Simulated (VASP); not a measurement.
# BiAu (Fm-3m) in VASP: a series of runs, part 2 of 3

VASP 6.6.1. Earlier steps stand in the parts before.

## Step 4: Single point, PBE (volume scaled by 1.020)

Contents of INCAR:

```
SYSTEM = BiAu
PREC = Accurate
ENCUT = 520
EDIFF = 1E-7
ISMEAR = 0
SIGMA = 0.05
LREAL = .FALSE.
LASPH = .TRUE.
NELM = 80
ALGO = Normal
ISIF = 2
LWAVE = .FALSE.
LCHARG = .FALSE.
GGA = PE
NBANDS = 20
```

Contents of KPOINTS:

```
Automatic mesh
0
G
  10 10 10
  0 0 0
```

Contents of POSCAR:

```
BiAu
1.0
    0.0000000000      2.9894110328      2.9894110328
    2.9894110328      0.0000000000      2.9894110328
    2.9894110328      2.9894110328      0.0000000000
Au Bi
1 1
Direct
    0.5000000000      0.5000000000      0.5000000000
    0.0000000000      0.0000000000      0.0000000000
```

Potentials or basis: VASP PAW PBE potentials, release 64 (Au, Bi_d).

Run with:

```console
$ cat potpaw_PBE.64/Au/POTCAR potpaw_PBE.64/Bi_d/POTCAR > POTCAR
$ mpirun -np 1 vasp_std > vasp.out
```

OUTCAR:

```text
SYSTEM = BiAu
   PREC = Accurate
   ENCUT = 520
   EDIFF = 1E-7
   ISMEAR = 0
   LREAL = .FALSE.
   LASPH = .TRUE.
   NELM = 80
   ISIF = 2
   GGA = PE

 ion  position               nearest neighbor table
   1  0.500  0.500  0.500-   2 2.99   2 2.99   2 2.99   2 2.99   2 2.99   2 2.99
   2  0.000  0.000  0.000-   1 2.99   1 2.99   1 2.99   1 2.99   1 2.99   1 2.99

  LATTYP: Found a face centered cubic cell.
 ALAT       =     5.9788220656

  Lattice vectors:

 A1 = (   0.0000000000,   2.9894110328,   2.9894110328)
 A2 = (   2.9894110328,   0.0000000000,   2.9894110328)
 A3 = (   2.9894110328,   2.9894110328,   0.0000000000)

Analysis of symmetry for initial positions (statically):
=====================================================================
 Subroutine PRICEL returns:
 Original cell was already a primitive cell.

 Routine SETGRP: Setting up the symmetry group for a
 face centered cubic supercell.

 Subroutine GETGRP returns: Found 48 space group operations
 (whereof 48 operations were pure point group operations)
 out of a pool of 48 trial point group operations.

The static configuration has the point symmetry O_h .
[... 152 lines left out ...]

 Free energy of the ion-electron system (eV)
  ---------------------------------------------------
  ext. energy  EPLUGINS =         0.00000000
  ---------------------------------------------------
  free energy    TOTEN  =        -7.13327892 eV

  energy without entropy =       -7.13203047  energy(sigma->0) =       -7.13265469

 E-fermi :   7.0865     XC(G=0): -10.5298

 val. band max:        7.0546771404   @ k =   0.5000   0.2000   0.0000
 cond. band min:       7.1204601328   @ k =   0.5000   0.4000   0.0000
 fundamental gap:      0.0657829925
 Fermi energy:         7.0864842948

 k-point     1 :       0.0000    0.0000    0.0000
  band No.  band energies     occupation
      1     -15.8335      2.00000
      2     -15.8335      2.00000
      3     -15.8156      2.00000
      4     -15.8156      2.00000
      5     -15.8156      2.00000
      6      -5.1963      2.00000
[... 541 lines left out ...]
     19      18.0810      0.00000
     20      19.8996      0.00000

 [... further k-points ...]
[... 5 lines left out ...]
  --------------------------------------------------------------------------------------
  -------------------------------------------------------------------------------------
  Total       -0.4557372     -0.4557372     -0.4557372     -0.0000000     -0.0000000      0.0000000
  in kB      -13.6658963    -13.6658963    -13.6658963     -0.0000000     -0.0000000      0.0000000
  external PRESSURE =     -13.6658963 kB  Pullay stress =       0.0000000 kB

 VOLUME and BASIS-vectors are now :
 -----------------------------------------------------------------------------
  energy-cutoff  :      520.00
  volume of cell :       53.43
      direct lattice vectors                 reciprocal lattice vectors
     0.000000000  2.989411033  2.989411033    -0.167257026  0.167257026  0.167257026
     2.989411033  0.000000000  2.989411033     0.167257026 -0.167257026  0.167257026
     2.989411033  2.989411033  0.000000000     0.167257026  0.167257026 -0.167257026

 POSITION                                       TOTAL-FORCE (eV/Angst)
 -----------------------------------------------------------------------------------
      2.98941      2.98941      2.98941         0.000000     -0.000000      0.000000
      0.00000      0.00000      0.00000        -0.000000      0.000000     -0.000000
 -----------------------------------------------------------------------------------
    total drift:                                0.000000     -0.000000     -0.000000

  FREE ENERGIE OF THE ION-ELECTRON SYSTEM (eV)
  ---------------------------------------------------
  free  energy   TOTEN  =        -7.1332789163 eV

  energy  without entropy=       -7.1320304693  energy(sigma->0) =       -7.13265469
```

OSZICAR:

```text
N       E                     dE             d eps       ncg     rms          rms(c)
DAV:   1     0.220976807360E+03    0.22098E+03   -0.13291E+04  1904   0.146E+03
DAV:   2     0.683146930136E+01   -0.21415E+03   -0.20607E+03  1900   0.388E+02
DAV:   3    -0.709139717390E+01   -0.13923E+02   -0.13824E+02  2192   0.101E+02
DAV:   4    -0.743891429420E+01   -0.34752E+00   -0.34723E+00  2148   0.161E+01
DAV:   5    -0.745361947469E+01   -0.14705E-01   -0.14704E-01  2484   0.333E+00    0.443E+00
DAV:   6    -0.715256720861E+01    0.30105E+00   -0.14307E+00  2028   0.820E+00    0.318E+00
DAV:   7    -0.713805490841E+01    0.14512E-01   -0.47413E-02  2156   0.216E+00    0.174E+00
DAV:   8    -0.713363638439E+01    0.44185E-02   -0.17237E-02  2324   0.119E+00    0.177E-01
DAV:   9    -0.713329312796E+01    0.34326E-03   -0.13507E-03  2356   0.427E-01    0.967E-02
DAV:  10    -0.713327470357E+01    0.18424E-04   -0.30789E-04  2212   0.178E-01    0.156E-02
DAV:  11    -0.713327838271E+01   -0.36791E-05   -0.78825E-06  2076   0.273E-02    0.297E-03
DAV:  12    -0.713327893822E+01   -0.55551E-06   -0.81948E-07  2368   0.845E-03    0.161E-03
DAV:  13    -0.713327891631E+01    0.21907E-07   -0.94700E-08  1272   0.367E-03
   1 F= -.71332789E+01 E0= -.71326547E+01  d E =-.124845E-02
```

Run time: 24 s. Hardware: 1 thread of Intel Xeon Platinum 8375C at 2.90GHz (Ice Lake), shared host; peak memory 0.2 GiB.

What came out:

```
Free energy            : -7.1333 eV
Pressure               : -1.4 GPa
Band gap on the k mesh : zero (band 13 reaches 9.87 eV, above the bottom of band 14 at 5.10 eV)
```

Levels at points of the mesh, in eV from the Fermi level:
```csv
k point,band 10,band 11,band 12,band 13,band 14,band 15,band 16,band 17
"(0.00, 0.00, 0.00)",-4.17,-4.17,0.62,0.99,0.99,0.99,7.55,8.59
"(0.50, 0.00, 0.00)",-3.90,-3.90,-3.50,2.78,2.78,3.22,5.04,5.04
"(0.50, 0.50, 0.00)",-3.75,-3.75,-3.16,-1.34,-1.28,-1.28,5.94,11.02
```

Caveat: spin-orbit coupling is left out, which moves the levels of the heavy elements.

## Step 5: Single point, PBE (volume scaled by 1.040)

Contents of INCAR:

```
PREC = Accurate ; ENCUT = 520
EDIFF = 1E-7 ; ISMEAR = 0
SIGMA = 0.05 ; LREAL = F
LASPH = T ; NELM = 80
ALGO = Normal ; ISIF = 2
LWAVE = F ; LCHARG = F
GGA = PE ; NBANDS = 20
```

Contents of KPOINTS:

```
regular mesh
0
Gamma
  10 10 10
```

Contents of POSCAR:

```
BiAu
1.0
    0.0000000000      3.0088233367      3.0088233367
    3.0088233367      0.0000000000      3.0088233367
    3.0088233367      3.0088233367      0.0000000000
Au Bi
1 1
Direct
    0.5000000000      0.5000000000      0.5000000000
    0.0000000000      0.0000000000      0.0000000000
```

Potentials or basis: VASP PAW PBE potentials, release 64 (Au, Bi_d).

Run with:

```console
$ cat potpaw_PBE.64/Au/POTCAR potpaw_PBE.64/Bi_d/POTCAR > POTCAR
$ mpirun -np 1 vasp_std > vasp.out
```

OUTCAR:

```text
PREC = Accurate
   ENCUT = 520
   EDIFF = 1E-7
   ISMEAR = 0
   LREAL = F
   LASPH = T
   NELM = 80
   ISIF = 2
   GGA = PE

 ion  position               nearest neighbor table
   1  0.500  0.500  0.500-   2 3.01   2 3.01   2 3.01   2 3.01   2 3.01   2 3.01
   2  0.000  0.000  0.000-   1 3.01   1 3.01   1 3.01   1 3.01   1 3.01   1 3.01

  LATTYP: Found a face centered cubic cell.
 ALAT       =     6.0176466734

  Lattice vectors:

 A1 = (   0.0000000000,   3.0088233367,   3.0088233367)
 A2 = (   3.0088233367,   0.0000000000,   3.0088233367)
 A3 = (   3.0088233367,   3.0088233367,   0.0000000000)

Analysis of symmetry for initial positions (statically):
=====================================================================
 Subroutine PRICEL returns:
 Original cell was already a primitive cell.

 Routine SETGRP: Setting up the symmetry group for a
 face centered cubic supercell.

 Subroutine GETGRP returns: Found 48 space group operations
 (whereof 48 operations were pure point group operations)
 out of a pool of 48 trial point group operations.

The static configuration has the point symmetry O_h .

Analysis of symmetry for dynamics (positions and initial velocities):
=====================================================================
 Subroutine PRICEL returns:
 Original cell was already a primitive cell.

 Routine SETGRP: Setting up the symmetry group for a
 face centered cubic supercell.

 Subroutine GETGRP returns: Found 48 space group operations
 (whereof 48 operations were pure point group operations)
 out of a pool of 48 trial point group operations.

The dynamic configuration has the point symmetry O_h .

 Subroutine INISYM returns: Found 48 space group operations
 (whereof 48 operations are pure point group operations),
 and found     1 'primitive' translations

----------------------------------------------------------------------------------------

[... 102 lines left out ...]
   PSTRESS=    0.0 pullay stress
   NELECT =      26.0000    total number of electrons
   NUPDOWN=      -1.0000    fix difference up-down
   EMIN   =  10.00;   EMAX   =-10.00  energy-range for DOS
   EFERMI =   0.00;   METHOD = LEGACY
   ISMEAR =     0;   SIGMA  =   0.05  broadening in eV -4-tet -1-fermi 0-gaus
   EFERMI_NEDOS =   21; number of points for ismear=-14 and -15
   IALGO  =     38    algorithm
   IMIX   =      4    mixing-type and parameters
     AMIX     =   0.40;   BMIX     =  1.00
     AMIX_MAG =   1.60;   BMIX_MAG =  1.00
  volume/ion in A,a.u.               =      27.24       183.82
  Fermi-wavevector in a.u.,A,eV,Ry     =   1.279359  2.417639 22.269481  1.636761
  Thomas-Fermi vector in A             =   2.411849
   LORBIT       =      0    0 simple, 1 ext, 2 COOP (PROOUT), +10 PAW based schemes
   GGA     = PE    functional components
   LHFCALC =     F    Hartree Fock is set to
   AEXX    =    0.0000 exact exchange contribution
   IVDW    =     0    specifies the selected vdW correction
   LEPSILON=     F    determine dielectric tensor
   LRPA    =     F    only Hartree local field effects (RPA)
 non-spin polarized calculation
 Gauss-broadening in eV      SIGMA  =   0.05
  energy-cutoff  :      520.00
  volume of cell :       54.48
 maximum number of plane-waves:      1479
   NGX = 15   NGY = 15   NGZ = 15

 number of electron      26.0000003 magnetization

 Free energy of the ion-electron system (eV)
  ---------------------------------------------------
  ext. energy  EPLUGINS =         0.00000000
  ---------------------------------------------------
  free energy    TOTEN  =        -7.12090537 eV

  energy without entropy =       -7.11961248  energy(sigma->0) =       -7.12025893

 E-fermi :   6.8371     XC(G=0): -10.4310

 val. band max:        6.8084059335   @ k =   0.5000   0.2000   0.0000
 cond. band min:       6.8654338740   @ k =   0.5000   0.4000   0.0000
 fundamental gap:      0.0570279405
 Fermi energy:         6.8370809898

 k-point     1 :       0.0000    0.0000    0.0000
  band No.  band energies     occupation
      1     -16.0666      2.00000
      2     -16.0666      2.00000
      3     -16.0510      2.00000
      4     -16.0510      2.00000
      5     -16.0510      2.00000
      6      -5.3230      2.00000
[... 541 lines left out ...]
     19      17.6474      0.00000
     20      19.6079      0.00000

 [... further k-points ...]
[... 5 lines left out ...]
  --------------------------------------------------------------------------------------
  -------------------------------------------------------------------------------------
  Total       -0.8710195     -0.8710195     -0.8710195      0.0000000     -0.0000000      0.0000000
  in kB      -25.6164176    -25.6164176    -25.6164176      0.0000000     -0.0000000      0.0000000
  external PRESSURE =     -25.6164176 kB  Pullay stress =       0.0000000 kB

 VOLUME and BASIS-vectors are now :
 -----------------------------------------------------------------------------
  energy-cutoff  :      520.00
  volume of cell :       54.48
      direct lattice vectors                 reciprocal lattice vectors
     0.000000000  3.008823337  3.008823337    -0.166177919  0.166177919  0.166177919
     3.008823337  0.000000000  3.008823337     0.166177919 -0.166177919  0.166177919
     3.008823337  3.008823337  0.000000000     0.166177919  0.166177919 -0.166177919

 POSITION                                       TOTAL-FORCE (eV/Angst)
 -----------------------------------------------------------------------------------
      3.00882      3.00882      3.00882        -0.000000     -0.000000      0.000000
      0.00000      0.00000      0.00000         0.000000      0.000000     -0.000000
 -----------------------------------------------------------------------------------
    total drift:                                0.000000     -0.000000     -0.000000

  FREE ENERGIE OF THE ION-ELECTRON SYSTEM (eV)
  ---------------------------------------------------
  free  energy   TOTEN  =        -7.1209053691 eV

  energy  without entropy=       -7.1196124839  energy(sigma->0) =       -7.12025893
```

Run time: 23 s. Hardware: 1 thread of Intel Xeon Platinum 8375C at 2.90GHz (Ice Lake), shared host; peak memory 0.21 GiB.

What came out:

```yaml
Free_energy: -7.1209 eV
Pressure: -2.6 GPa
Band_gap_on_the_k_mesh: zero (band 13 reaches 9.55 eV, above the bottom of band 14 at 4.91 eV)
```

Caveat: spin-orbit coupling is left out, which moves the levels of the heavy elements.

[end of part 2 of 3]
